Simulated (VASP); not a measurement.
# ZnO (wurtzite type) (P6_3mc) in VASP: further runs

The runs below take ZnO (wurtzite type) through single point, relaxation of cell and atoms, with PBE.

Everything below comes from runs of VASP 6.6.1. Logs are shortened: lines on timing, memory, paths and dates and some standing lists are left out, and cuts for length are marked.

**1. The cell of the first run**

It takes space group P6_3mc (No. 186, hexagonal). The conventional cell has a = 2.367 Å, b = 2.367 Å, c = 5.481 Å, α = 90.00°, β = 90.00°, γ = 120.00°. Zn (site symmetry 3m) has 4 O at 1.63 to 1.76 Å within 2.2 Å. Within 2.2 Å of O (site symmetry 3m) lie 4 Zn at 1.63 to 1.76 Å.

**2. Single point, PBE**

File INCAR:

```
PREC = Accurate ; ENCUT = 520
EDIFF = 1E-7 ; ISMEAR = -1
SIGMA = 0.1 ; LREAL = False
LASPH = True ; NELM = 80
ALGO = Normal ; ISIF = 2
LWAVE = False ; LCHARG = False
GGA = PE ; NBANDS = 26
```

File KPOINTS:

```
Automatic mesh
0
Gamma
  14 14 8
```

File POSCAR:

```
ZnO
1.0
    2.3667881565      0.0000000000      0.0000000000
   -1.1833940782      2.0496986689      0.0000000000
    0.0000000000      0.0000000000      5.4811035479
Zn O
2 2
Direct
    0.3333333333      0.6666666667      0.0391249365
    0.6666666667      0.3333333333      0.5391249365
    0.3333333333      0.6666666667      0.3368750635
    0.6666666667      0.3333333333      0.8368750635
```

Potentials or basis: VASP PAW PBE potentials, release 64 (Zn, O).

Run with:

```sh
> cat potpaw_PBE.64/Zn/POTCAR potpaw_PBE.64/O/POTCAR > POTCAR
> mpirun -np 1 vasp_std > vasp.out
```

OUTCAR:

```text
PREC = Accurate
   ENCUT = 520
   EDIFF = 1E-7
   ISMEAR = -1
   LREAL = False
   LASPH = True
   NELM = 80
   ISIF = 2
   GGA = PE

 ion  position               nearest neighbor table
   1  0.333  0.667  0.039-   3 1.63   4 1.76   4 1.76   4 1.76
   2  0.667  0.333  0.539-   4 1.63   3 1.76   3 1.76   3 1.76
   3  0.333  0.667  0.337-   1 1.63   2 1.76   2 1.76   2 1.76
   4  0.667  0.333  0.837-   2 1.63   1 1.76   1 1.76   1 1.76

  LATTYP: Found a hexagonal cell.
 ALAT       =     2.3667881565
 C/A-ratio  =     2.3158403649

  Lattice vectors:

 A1 = (   2.3667881565,   0.0000000000,   0.0000000000)
 A2 = (  -1.1833940782,   2.0496986689,   0.0000000000)
 A3 = (   0.0000000000,   0.0000000000,   5.4811035479)

Analysis of symmetry for initial positions (statically):
=====================================================================
 Subroutine PRICEL returns:
 Original cell was already a primitive cell.

 Routine SETGRP: Setting up the symmetry group for a
 hexagonal supercell.

 Subroutine GETGRP returns: Found 12 space group operations
 (whereof  6 operations were pure point group operations)
 out of a pool of 24 trial point group operations.

The static configuration has the point symmetry C_3v.
 The point group associated with its full space group is C_6v.

Analysis of symmetry for dynamics (positions and initial velocities):
=====================================================================
 Subroutine PRICEL returns:
 Original cell was already a primitive cell.

 Routine SETGRP: Setting up the symmetry group for a
 hexagonal supercell.

 Subroutine GETGRP returns: Found 12 space group operations
 (whereof  6 operations were pure point group operations)
 out of a pool of 24 trial point group operations.

The dynamic configuration has the point symmetry C_3v.
 The point group associated with its full space group is C_6v.

 Subroutine INISYM returns: Found 12 space group operations
 (whereof  6 operations are pure point group operations),
 and found     1 'primitive' translations

----------------------------------------------------------------------------------------

                                     Primitive cell

  volume of cell :      26.5899

  direct lattice vectors                    reciprocal lattice vectors
     2.366788157  0.000000000  0.000000000     0.422513522  0.243938296  0.000000000
    -1.183394078  2.049698669  0.000000000     0.000000000  0.487876591  0.000000000
     0.000000000  0.000000000  5.481103548     0.000000000  0.000000000  0.182445012

  length of vectors
     2.366788157  2.366788156  5.481103548     0.487876591  0.487876591  0.182445012

  position of ions in fractional coordinates (direct lattice)
     0.333333333  0.666666667  0.039124937
     0.666666667  0.333333333  0.539124937
     0.333333333  0.666666667  0.336875064
     0.666666667  0.333333333  0.836875064

  ion indices of the primitive-cell ions
   primitive index   ion index
                 1           1
                 2           2
                 3           3
                 4           4

----------------------------------------------------------------------------------------

 KPOINTS: Automatic mesh

Automatic generation of k-mesh.
 Grid dimensions read from file:
 generate k-points for:   14   14    8

 Generating k-lattice:

  Cartesian coordinates                     Fractional coordinates (reciprocal lattice)
     0.030179537  0.017424164  0.000000000     0.071428571  0.000000000  0.000000000
     0.000000000  0.034848328  0.000000000     0.000000000  0.071428571  0.000000000
     0.000000000  0.000000000  0.022805626     0.000000000  0.000000000  0.125000000

  Length of vectors
     0.034848328  0.034848328  0.022805626

  Shift w.r.t. Gamma in fractional coordinates (k-lattice)
     0.000000000  0.000000000  0.000000000

 Subroutine IBZKPT returns following result:
 ===========================================

 Found    120 irreducible k-points:

 Following reciprocal coordinates:
            Coordinates               Weight
  0.000000  0.000000  0.000000      1.000000
  0.071429  0.000000  0.000000      6.000000
  0.142857  0.000000  0.000000      6.000000
  0.214286  0.000000  0.000000      6.000000
  0.285714 -0.000000  0.000000      6.000000
  0.357143 -0.000000  0.000000      6.000000
[... 16 lines left out ...]
  0.285714  0.285714  0.000000      6.000000
  0.357143  0.285714  0.000000      6.000000
 [... further k-points ...]
   k-points           NKPTS =    120   k-points in BZ     NKDIM =    120   number of bands    NBANDS=     26
   number of dos      NEDOS =    301   number of ions     NIONS =      4
   total plane-waves  NPLWV =  13608
   dimension x,y,z NGX =    18 NGY =   18 NGZ =   42
   dimension x,y,z NGXF=    36 NGYF=   36 NGZF=   84
   ions per type =               2   2
   NGX,Y,Z   is equivalent  to a cutoff of  12.64, 12.64, 12.74 a.u.
[... 36 lines left out ...]
   GGA     = PE    functional components
   LHFCALC =     F    Hartree Fock is set to
   AEXX    =    0.0000 exact exchange contribution
   IVDW    =     0    specifies the selected vdW correction
   LEPSILON=     F    determine dielectric tensor
   LRPA    =     F    only Hartree local field effects (RPA)
 non-spin polarized calculation
  energy-cutoff  :      520.00
  volume of cell :       26.59
 maximum number of plane-waves:       747
 NGX is ok and might be reduce to    18

 number of electron      35.9999962 magnetization

 Free energy of the ion-electron system (eV)
  ---------------------------------------------------
  ext. energy  EPLUGINS =         0.00000000
  ---------------------------------------------------
  free energy    TOTEN  =        -7.21121191 eV

  energy without entropy =       -7.21118339  energy(sigma->0) =       -7.21119765

 E-fermi :   8.9996     XC(G=0): -14.6221

 val. band max:        8.2209495480   @ k =   0.0000   0.0000   0.0000
 cond. band min:       9.4750713289   @ k =   0.0000   0.0000   0.0000
 fundamental gap:      1.2541217809
 Fermi energy:         8.9996424030

 k-point     1 :       0.0000    0.0000    0.0000
  band No.  band energies     occupation
      1     -15.6319      2.00000
      2     -14.2633      2.00000
      3      -4.8384      2.00000
      4      -3.2252      2.00000
      5      -0.6143      2.00000
      6      -0.6143      2.00000
[... 18 lines left out ...]
     25      31.2782      0.00000
     26      32.2857      0.00000

 k-point     2 :       0.0714    0.0000    0.0000
  band No.  band energies     occupation
      1     -15.5182      2.00000
      2     -14.1790      2.00000
      3      -4.6797      2.00000
      4      -3.1585      2.00000
      5      -0.7556      2.00000
      6      -0.5714      2.00000
[... 18 lines left out ...]
     25      31.0093      0.00000
     26      31.0875      0.00000

 k-point     3 :       0.1429    0.0000    0.0000
  band No.  band energies     occupation
      1     -15.1877      2.00000
      2     -13.9351      2.00000
      3      -4.2288      2.00000
      4      -2.9887      2.00000
      5      -1.1070      2.00000
      6      -0.6486      2.00000
[... 18 lines left out ...]
     25      29.1194      0.00000
     26      30.3478      0.00000

 k-point     4 :       0.2143    0.0000    0.0000
  band No.  band energies     occupation
      1     -14.6724      2.00000
      2     -13.5594      2.00000
      3      -3.5905      2.00000
      4      -2.8171      2.00000
      5      -1.4844      2.00000
      6      -0.9372      2.00000
[... 18 lines left out ...]
     25      27.9929      0.00000
     26      28.8130      0.00000
[... 496 lines left out ...]
      1     -12.3445      2.00000
      2     -12.0647      2.00000
      3      -3.0086      2.00000
      4      -2.5706      2.00000
      5      -2.2151      2.00000
      6      -1.3801      2.00000
[... 18 lines left out ...]
     25      26.2381      0.00000
     26      27.7330      0.00000

 k-point    23 :       0.2857    0.2857    0.0000
  band No.  band energies     occupation
      1     -12.3030      2.00000
      2     -12.0524      2.00000
      3      -2.7541      2.00000
      4      -2.6227      2.00000
      5      -2.0998      2.00000
      6      -1.4946      2.00000
[... 18 lines left out ...]
     25      26.5687      0.00000
     26      27.9213      0.00000

 k-point    24 :       0.3571    0.2857    0.0000
  band No.  band energies     occupation
      1     -12.1299      2.00000
      2     -12.0203      2.00000
      3      -2.8220      2.00000
      4      -2.2973      2.00000
      5      -2.2800      2.00000
      6      -1.5637      2.00000
[... 18 lines left out ...]
     25      26.6119      0.00000
     26      27.8372      0.00000

 [... further k-points ...]

------------------------ aborting loop because EDIFF is reached ----------------------------------------

  FORCE on cell =-STRESS in cart. coord.  units (eV):
  Direction    XX          YY          ZZ          XY          YZ          ZX
  --------------------------------------------------------------------------------------
  -------------------------------------------------------------------------------------
  Total       39.1898385     39.1898385     39.7114437      0.0000000     -0.0000000      0.0000000
  in kB     2361.3841448   2361.3841448   2392.8134714      0.0000001     -0.0000000      0.0000000
  external PRESSURE =    2371.8605870 kB  Pullay stress =       0.0000000 kB

 VOLUME and BASIS-vectors are now :
 -----------------------------------------------------------------------------
  energy-cutoff  :      520.00
  volume of cell :       26.59
      direct lattice vectors                 reciprocal lattice vectors
     2.366788157  0.000000000  0.000000000     0.422513522  0.243938296  0.000000000
    -1.183394078  2.049698669  0.000000000     0.000000000  0.487876591  0.000000000
     0.000000000  0.000000000  5.481103548     0.000000000  0.000000000  0.182445012

 POSITION                                       TOTAL-FORCE (eV/Angst)
 -----------------------------------------------------------------------------------
     -0.00000      1.36647      0.21445        -0.000000      0.000000      0.142187
      1.18339      0.68323      2.95500         0.000000      0.000000      0.142187
     -0.00000      1.36647      1.84645         0.000000     -0.000000     -0.142187
      1.18339      0.68323      4.58700        -0.000000      0.000000     -0.142187
 -----------------------------------------------------------------------------------
    total drift:                                0.000001      0.000002      0.002159

  FREE ENERGIE OF THE ION-ELECTRON SYSTEM (eV)
  ---------------------------------------------------
  free  energy   TOTEN  =        -7.2112119136 eV

  energy  without entropy=       -7.2111833863  energy(sigma->0) =       -7.21119765
```

Wall time 48 s (1 thread of Intel Xeon 6975P-C (Granite Rapids), shared host); peak memory 0.18 GiB.

Results:

* Free energy: -7.2112 eV
* Pressure: 237.2 GPa
* Largest force: 0.142 eV/Å
* Band gap on the k mesh: 1.25 eV

Forces in eV/Å, atoms in the order of the input:
```
Zn   0.000  0.000  0.142
Zn   0.000  0.000  0.142
O    0.000  0.000 -0.142
O    0.000  0.000 -0.142
```

Stress tensor (GPa, compression positive):
```
236.14   0.00   0.00
  0.00 236.14   0.00
  0.00   0.00 239.28
```

Levels at points of the mesh, in eV from the valence-band top:
```csv
k point,band 14,band 15,band 16,band 17,band 18,band 19,band 20,band 21,band 22,band 23
"(0.00, 0.00, 0.00)",-4.71,-1.18,-1.18,0.00,0.00,1.25,6.90,11.62,14.71,19.51
"(0.50, 0.00, 0.00)",-5.32,-3.95,-3.82,-3.07,-0.61,3.98,6.63,8.66,10.94,14.91
"(0.00, 0.00, 0.50)",-7.06,-0.58,-0.58,-0.58,-0.58,4.19,4.19,13.33,13.33,22.91
"(0.50, 0.00, 0.50)",-5.36,-4.02,-4.02,-1.78,-1.78,4.36,4.36,10.94,10.94,14.96
```

Caveat: the cell stands under pressure.

**3. Single point, PBE**

File INCAR:

```
  PREC = Accurate
  ENCUT = 520
  EDIFF = 1E-7
  ISMEAR = -1
  SIGMA = 0.1
  LREAL = False
  LASPH = True
  NELM = 100
  ALGO = Normal
  ISIF = 2
  LWAVE = False
  LCHARG = False
  GGA = PE
  NBANDS = 26
```

KPOINTS is that of step 2.

POSCAR, as its differences from that of step 2:

```diff
@@ -2,3 +2,3 @@
 1.0
-    2.3667881565      0.0000000000      0.0000000000
+    2.3667881564      0.0000000000      0.0000000000
    -1.1833940782      2.0496986689      0.0000000000
```

Potentials or basis: VASP PAW PBE potentials, release 64 (Zn, O).

Run with:

```sh
> cat potpaw_PBE.64/Zn/POTCAR potpaw_PBE.64/O/POTCAR > POTCAR
> mpirun -np 1 vasp_std > vasp.out
```

Wall time 48 s (1 thread of Intel Xeon 6975P-C (Granite Rapids), shared host); peak memory 0.18 GiB.

It converged, with:

* Free energy: -7.2112 eV
* Pressure: 237.2 GPa
* Largest force: 0.142 eV/Å
* Band gap on the k mesh: 1.25 eV

Forces in eV/Å, atoms in the order of the input:
```
Zn   0.000  0.000  0.142
Zn   0.000  0.000  0.142
O    0.000  0.000 -0.142
O    0.000  0.000 -0.142
```

Stress tensor (GPa, compression positive):
```
236.14   0.00   0.00
  0.00 236.14   0.00
  0.00   0.00 239.28
```

Levels at points of the mesh, in eV from the valence-band top:
```tsv
k point	band 15	band 16	band 17	band 18	band 19	band 20	band 21	band 22
(0.00, 0.00, 0.00)	-1.18	-1.18	0.00	0.00	1.25	6.90	11.62	14.71
(0.50, 0.00, 0.00)	-3.95	-3.82	-3.07	-0.61	3.98	6.63	8.66	10.94
(0.00, 0.00, 0.50)	-0.58	-0.58	-0.58	-0.58	4.19	4.19	13.33	13.33
(0.50, 0.00, 0.50)	-4.02	-4.02	-1.78	-1.78	4.36	4.36	10.94	10.94
```

Caveat: the cell stands under pressure. A k mesh can miss the band edges.

**4. Relaxation of cell and atoms, PBE, target pressure 230 GPa, at which the enthalpy is minimised**

This run uses another cell than the first one, of the same volume but with other edges.

File INCAR:

```
SYSTEM = ZnO
ALGO = Normal
EDIFF = 1E-7
EDIFFG = -0.005
ENCUT = 600
GGA = PE
IBRION = 2
ISIF = 3
ISMEAR = -1
LASPH = .True.
LCHARG = .False.
LREAL = .False.
LWAVE = .False.
NELM = 80
NSW = 60
PREC = Accurate
PSTRESS = 2300.0
SIGMA = 0.1
```

File KPOINTS:

```
k-points
0
Gamma
  14 14 8
  0 0 0
```

File POSCAR:

```
ZnO
1.0
    2.6602269356      0.0000000000      0.0000000000
   -1.3301134678      2.3038241061      0.0000000000
    0.0000000000      0.0000000000      4.3361699051
Zn O
2 2
Direct
    0.3333333333      0.6666666667      0.0000000000
    0.6666666667      0.3333333333      0.5000000000
    0.3333333333      0.6666666667      0.3760000000
    0.6666666667      0.3333333333      0.8760000000
```

Run with:

```sh
> cat potpaw_PBE.64/Zn/POTCAR potpaw_PBE.64/O/POTCAR > POTCAR
> mpirun -np 1 vasp_std > vasp.out
```

Wall time 13 min (1 thread of Intel Xeon 6975P-C (Granite Rapids), shared host); peak memory 0.23 GiB.

It converged, with:

| Item | Value |
| --- | --- |
| Free energy | -7.4518 eV |
| Relaxed volume | 6.69 Å³/atom |
| Relaxed cell | a = 2.372 Å, b = 2.372 Å, c = 5.491 Å, α = 90.00°, β = 90.00°, γ = 120.00° |
| Space group after relaxing (to 0.1 Å) | P6_3mc (No. 186) |
| Energy change on relaxing (the run minimises the enthalpy) | -687.6 meV/atom |
| Ionic steps | 37 |
| Pressure after relaxing | 229.9 GPa |
| Largest force after relaxing | 0.005 eV/Å |
| Band gap on the k mesh | 1.23 eV |

Forces in eV/Å, atoms in the order of the input:
```
Zn   0.000  0.000  0.005
Zn   0.000  0.000  0.005
O    0.000  0.000 -0.005
O    0.000  0.000 -0.005
```

Stress tensor (GPa, compression positive):
```
229.89   0.00   0.00
  0.00 229.89   0.00
  0.00   0.00 230.00
```

The path:
```
step  energy change (eV)  largest force (eV/Å)  pressure (GPa)  volume (Å³)
   1              0.0000                0.3205          320.27        26.58
   2            -12.7154                0.3210           19.54        43.73
   3             -4.8122                0.0844          211.60        29.52
   4             -4.0469                0.0502          228.70        28.96
   5             -3.9767                0.0470          230.21        28.91
   6             -4.0144                1.1385          229.18        28.94
   7             -3.9975                0.3768          229.79        28.92
   8             -4.0108                0.5219          229.46        28.92
   9             -4.0606                0.9194          228.25        28.92
  10             -4.2059                1.4746          224.56        28.89
  11             -4.5878                1.1482          212.45        28.68
  12             -3.6267                5.6398          193.02        27.79
  13             -4.6415                1.7788          200.25        28.37
  14             -4.4045                3.3158          195.84        28.16
  15             -4.4979                2.8433          196.97        28.23
  16             -4.4976                2.8541          196.85        28.23
  17             -4.4963                2.8874          196.54        28.23
  18             -4.4929                2.9549          195.89        28.22
  19             -4.4829                3.0930          194.58        28.21
  20             -4.4792                3.0774          194.66        28.21
  21             -4.4679                3.0308          194.84        28.19
  22             -4.4451                2.9390          195.31        28.17
  23             -4.3981                2.7553          196.23        28.11
  24             -4.2993                2.3910          198.13        28.01
  25             -4.0820                1.6744          202.22        27.79
  26             -3.5676                0.2864          211.51        27.35
  27             -2.2097                2.3405          235.23        26.47
  28             -3.2425                0.4540          217.26        27.11
  29             -3.1338                0.3711          220.06        27.03
  30             -2.7986                0.1094          228.65        26.79
  31             -2.7316                0.0558          230.35        26.75
  32             -2.7421                0.0643          230.13        26.75
  33             -2.7477                0.0397          230.00        26.76
  34             -2.7550                0.0069          229.81        26.76
  35             -2.7547                0.0081          229.81        26.76
  36             -2.7515                0.0058          229.90        26.76
  37             -2.7503                0.0048          229.93        26.76
```

Final structure:
```
Zn O
1.0
     2.37212    0.00000    0.00000
    -1.18606    2.05432    0.00000
     0.00000    0.00000    5.49101
Zn O
2 2
Direct
  0.33333 0.66667 0.03924
  0.66667 0.33333 0.53924
  0.33333 0.66667 0.33676
  0.66667 0.33333 0.83676
```

Levels at points of the mesh, in eV from the valence-band top:
```tsv
k point	band 14	band 15	band 16	band 17	band 18	band 19	band 20	band 21	band 22
(0.00, 0.00, 0.00)	-4.67	-1.18	-1.18	0.00	0.00	1.23	6.89	11.56	14.68
(0.50, 0.00, 0.00)	-5.28	-3.92	-3.81	-3.05	-0.61	3.98	6.61	8.62	10.91
(0.00, 0.00, 0.50)	-7.02	-0.58	-0.58	-0.58	-0.58	4.17	4.17	13.29	13.29
(0.50, 0.00, 0.50)	-5.33	-3.99	-3.99	-1.77	-1.77	4.34	4.34	10.91	10.91
```

Caveat: the cell is relaxed towards a set pressure, so the run minimises the enthalpy, not the energy; a cell axis changed by over 15 % at a fixed basis, so the end point is rough.
